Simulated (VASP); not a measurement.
# HfS2 in VASP: further runs, part 2 of 2

VASP 6.6.1.

### 5 Single point, PBE+D3(BJ)

Input file INCAR:

```
PREC     = Accurate       # precision mode
ENCUT    = 400            # plane-wave cutoff, eV
EDIFF    = 1E-6           # SCF threshold, eV
ISMEAR   = 0              # smearing method
SIGMA    = 0.02           # smearing width, eV
LREAL    = False          # projectors in reciprocal space
LASPH    = True           # aspherical terms in the spheres
NELM     = 120            # most SCF steps
ALGO     = Normal         # electronic algorithm
ISIF     = 2              # what is computed and relaxed
LWAVE    = False          # write WAVECAR
LCHARG   = True           # write CHGCAR
LDIPOL   = True         
IDIPOL   = 3            
DIPOL    = 0.5 0.5 0.500
GGA      = PE             # functional
IVDW     = 12             # dispersion correction
LELF     = True           # ELF
LVHAR    = True         
LVACPOTAV= True         
NBANDS   = 18             # bands
GGA_COMPAT= False        
NELMDL   = -8
```

Input file KPOINTS:

```
Automatic mesh
0
Gamma
  9 9 1
```

Input file POSCAR:

```
HfS2
1.0
    3.6910000000      0.0000000000      0.0000000000
   -1.8455000000      3.1964997654      0.0000000000
    0.0000000000      0.0000000000     31.8247012176
S Hf
2 1
Direct
    0.6666666667      0.3333333333      0.4506986730
    0.3333333333      0.6666666667      0.5493013270
    0.0000000000      0.0000000000      0.5000000000
```

Potentials or basis: VASP PAW PBE potentials, release 64 (S, Hf_pv).

Started as:

```bash
$ cat potpaw_PBE.64/S/POTCAR potpaw_PBE.64/Hf_pv/POTCAR > POTCAR
$ mpirun -np 1 vasp_std > vasp.out
```

OUTCAR:

```text
PREC = Accurate
   ENCUT = 400
   EDIFF = 1E-6
   ISMEAR = 0
   LREAL = False
   LASPH = True
   NELM = 120
   ISIF = 2
   GGA = PE
   IVDW = 12
   NELMDL = -8
 IVDW          = 12

 ion  position               nearest neighbor table
   1  0.667  0.333  0.451-   3 2.65   3 2.65   3 2.65
   2  0.333  0.667  0.549-   3 2.65   3 2.65   3 2.65
   3  0.000  0.000  0.500-   1 2.65   2 2.65   1 2.65   2 2.65   1 2.65   2 2.65

  LATTYP: Found a hexagonal cell.
 ALAT       =     3.6910000000
 C/A-ratio  =     8.6222436244

  Lattice vectors:

 A1 = (   3.6910000000,   0.0000000000,   0.0000000000)
 A2 = (  -1.8455000000,   3.1964997654,   0.0000000000)
 A3 = (   0.0000000000,   0.0000000000,  31.8247012176)

Analysis of symmetry for initial positions (statically):
=====================================================================
 Subroutine PRICEL returns:
 Original cell was already a primitive cell.

 Routine SETGRP: Setting up the symmetry group for a
 hexagonal supercell.

 Subroutine GETGRP returns: Found 12 space group operations
 (whereof 12 operations were pure point group operations)
 out of a pool of 24 trial point group operations.

[... 156 lines left out ...]
 cond. band min:      -3.5861903633   @ k =   0.4444   0.0000   0.0000
 fundamental gap:      1.0703261102
 Fermi energy:        -4.4697924464

 k-point     1 :       0.0000    0.0000    0.0000
  band No.  band energies     occupation
      1     -35.6837      2.00000
      2     -35.6199      2.00000
      3     -35.6199      2.00000
      4     -17.0767      2.00000
      5     -16.0497      2.00000
      6      -8.5941      2.00000
[... 229 lines left out ...]
      5     -15.8566      2.00000
      6      -8.1122      2.00000
[... 10 lines left out ...]
     17       2.4328      0.00000
     18       4.0251      0.00000

------------------------ aborting loop because EDIFF is reached ----------------------------------------

 Edisp (eV)   -0.63930

 E8    (eV) :    -0.2934

  FORCE on cell =-STRESS in cart. coord.  units (eV):
  Direction    XX          YY          ZZ          XY          YZ          ZX
  --------------------------------------------------------------------------------------
  -------------------------------------------------------------------------------------
  Total      -3.83105    -3.83105    -5.06264     0.00000     0.00000    -0.00000
  in kB     -16.34726   -16.34726   -21.60254     0.00000     0.00000    -0.00000
  external pressure =      -18.10 kB  Pullay stress =        0.00 kB

 VOLUME and BASIS-vectors are now :
 -----------------------------------------------------------------------------
  energy-cutoff  :      400.00
  volume of cell :      375.48
      direct lattice vectors                 reciprocal lattice vectors
     3.691000000  0.000000000  0.000000000     0.270929287  0.156421097  0.000000000
    -1.845500000  3.196499765  0.000000000     0.000000000  0.312842194  0.000000000
     0.000000000  0.000000000 31.824701218     0.000000000  0.000000000  0.031422133

 POSITION                                       TOTAL-FORCE (eV/Angst)
 -----------------------------------------------------------------------------------
      1.84550      1.06550     14.34335         0.000000      0.000000      1.606235
     -0.00000      2.13100     17.48135        -0.000000     -0.000000     -1.606235
      0.00000      0.00000     15.91235         0.000000     -0.000000      0.000000
 -----------------------------------------------------------------------------------
    total drift:                                0.000000     -0.000000     -0.000000

  FREE ENERGIE OF THE ION-ELECTRON SYSTEM (eV)
  ---------------------------------------------------
  free  energy   TOTEN  =       -23.3203665166 eV

  energy  without entropy=      -23.3203665166  energy(sigma->0) =      -23.32036652

 vacuum level on the upper side and lower side of the slab         1.735         1.735
```

OSZICAR:

```text
N       E                     dE             d eps       ncg     rms          rms(c)
DAV:   1     0.100961554746E+03    0.10096E+03   -0.80847E+03   536   0.692E+02
DAV:   2    -0.948914294144E+01   -0.11045E+03   -0.10639E+03   584   0.146E+02
DAV:   3    -0.245536529483E+02   -0.15065E+02   -0.15005E+02   592   0.532E+01
[... 17 lines left out ...]
DAV:  21    -0.226810413551E+02   -0.15674E-04   -0.17692E-07   502   0.176E-03    0.348E-03
DAV:  22    -0.226810599704E+02   -0.18615E-04   -0.57255E-07   448   0.199E-03    0.128E-03
DAV:  23    -0.226810623009E+02   -0.23305E-05   -0.35282E-08   492   0.619E-04    0.163E-04
DAV:  24    -0.226810655215E+02   -0.32206E-05   -0.91310E-08   436   0.798E-04    0.604E-04
DAV:  25    -0.226810664096E+02   -0.88809E-06   -0.16202E-08   450   0.376E-04
   1 F= -.23320367E+02 E0= -.23320367E+02  d E =-.388880E-41
```

Wall time 82 s (1 thread of Intel Xeon Platinum 8488C (Sapphire Rapids), shared host); peak memory 0.33 GiB.

Results:

```
Free energy                : -23.3204 eV
Largest force              : 1.606 eV/Å
Band gap on the k mesh     : 1.07 eV (least direct gap 2.00 eV)
Dispersion energy per atom : -0.213 eV
```

Forces in eV/Å, atoms in the order of the input:
```
S    0.000  0.000  1.606
S    0.000  0.000 -1.606
Hf   0.000  0.000  0.000
```

Caveat: spin-orbit coupling is left out, which moves the levels of the heavy elements.

### 6 Overview

```tsv
cell	gap on the mesh (eV)	largest force (eV/Å)
as given, atomic positions A	1.70	0.87
as given, atomic positions B	1.49	0.01
as given, atomic positions C	1.28	0.84
as given, atomic positions D	1.07	1.61
```

Alike in all rows: task single point; level PBE+D3(BJ); potentials or basis VASP PAW PBE potentials, release 64 (S, Hf_pv); no spin polarisation; k mesh 9 × 9 × 1; cutoff (eV) 400; smearing gaussian 0.02 eV.

Caveats: spin-orbit coupling is left out, which moves the levels of the heavy elements.

Absolute energies hang on the potentials; compare differences alone.
